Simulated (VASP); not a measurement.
Set up this calculation in VASP 6.6.1, as the native input.

| Quantity | Value |
| --- | --- |
| Task | single point |
| Functional | PBE |
| Potentials or basis | VASP PAW PBE potentials, release 64 (Si, Mo_sv) |
| Cutoff | 520 eV |
| k mesh | 10 × 10 × 10 |
| Occupations | gaussian, width 0.1 eV |
| Spin | no spin polarisation |
| Dipole correction | no |
| Further INCAR settings | ALGO = Normal; EDIFF = 1e-07; NBANDS = 26 |

The structure of Si5Mo lies in POSCAR:

```
Si5Mo
1.0
    0.0000000000      3.4863001787      3.4863001787
    3.4863001787      0.0000000000      3.4863001787
    3.4863001787      3.4863001787      0.0000000000
Si Mo
5 1
Direct
    0.7500000000      0.7500000000      0.7500000000
    0.3754845799      0.3754845799      0.8735462604
    0.3754845799      0.8735462604      0.3754845799
    0.3754845799      0.3754845799      0.3754845799
    0.8735462604      0.3754845799      0.3754845799
    0.0000000000      0.0000000000      0.0000000000
```

The cell was generated, and may not be a known phase.

These files were run (other wordings do the same):

INCAR

```
PREC = Accurate ; ENCUT = 520
EDIFF = 1E-7 ; ISMEAR = 0
SIGMA = 0.1 ; LREAL = F
LASPH = T ; NELM = 80
ALGO = Normal ; ISIF = 2
LWAVE = F ; LCHARG = T
GGA = PE ; LELF = T
LVHAR = T ; NBANDS = 26
```

KPOINTS

```
Automatic mesh
0
Gamma
  10 10 10
```

Potentials or basis: VASP PAW PBE potentials, release 64 (Si, Mo_sv).

Run with:

```sh
$ cat potpaw_PBE.64/Si/POTCAR potpaw_PBE.64/Mo_sv/POTCAR > POTCAR
$ mpirun -np 1 vasp_std > vasp.out
```

Results of the run:

```json
{
  "Pressure": "0.0 GPa",
  "Band gap on the k mesh": "zero (bands 17 and 18 overlap by 1.36 eV)"
}
```

It took 3 min on 1 thread of Intel Xeon 8259CL, on a shared host, peak memory 0.28 GiB.
